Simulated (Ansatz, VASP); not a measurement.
## Two plane-wave programs on TiC

```
Ti C
1.0
     0.06081    2.16400    2.16400
     2.16400    0.06081    2.16400
     2.22481    2.22481    0.00000
Ti C
1 1
Direct
  0.00000 0.00000 0.00000
  0.50000 0.50000 0.50000
```

Change from the starting cell: strain +0.0562 x Voigt [0, 0, 0, 0, 0, 1], atoms carried along.

Alike in both runs: task single point; functional PBE; k mesh 18 × 18 × 18; occupations gaussian, width 0.15 eV; no spin polarisation.

|  | VASP | Ansatz |
| --- | --- | --- |
| version | VASP 6.6.1 | Ansatz 0.2.0 |
| potentials or method | VASP PAW PBE potentials, release 64 (Ti_sv, C), cutoff 520 eV | scalar-relativistic, plane waves, PAW |
| valence electrons in the cell | 16 | 16 |

|  | VASP | Ansatz | Ansatz less VASP |
| --- | --- | --- | --- |
| gap on the k mesh at the Fermi level (eV) | none | none | - |
| pressure (GPa) | 1.3 | 1.1 | -0.17 |
| traceless stress, the component that is largest in VASP (GPa) | -9.50 | -9.55 | -0.042 |

A gap of «none» marks a metal or a gap that the smearing closes.
